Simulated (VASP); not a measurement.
**BaS: single point with PBE**

BaS:

```
Ba S
1.0
     0.00000    3.12911    3.12911
     3.12911    0.00000    3.12911
     3.12911    3.12911    0.00000
Ba S
1 1
Direct
  0.00000 0.00000 0.00000
  0.50000 0.50000 0.50000
```

| Property | Result |
| --- | --- |
| Program | VASP 6.6.1 |
| Task | single point |
| Functional | PBE |
| Potentials or basis | VASP PAW PBE potentials, release 64 (Ba_sv, S) |
| Cutoff | 520 eV |
| k mesh | 7 × 7 × 7 |
| Occupations | fermi-dirac, width 0.01 eV |
| Spin | no spin polarisation |

- Pressure: 4.8 GPa
- Band gap on the k mesh: 2.05 eV (least direct gap 2.17 eV)

Levels at points of the mesh, in eV from the valence-band top:
| k point | band 6 | band 7 | band 8 | band 9 | band 10 | band 11 |
| --- | --- | --- | --- | --- | --- | --- |
| (0.00, 0.00, 0.00) | 0.00 | 0.00 | 0.00 | 3.87 | 3.87 | 3.87 |

It took 16 s on 1 thread of Intel(R) Xeon(R) Platinum 8488C (Sapphire Rapids), with other jobs on the host, peak memory 0.2 GiB.

Caveat: the cell stands under pressure; spin-orbit coupling is left out, which moves the levels of the heavy elements; an odd mesh through Γ misses points on the zone boundary, where band edges can lie.
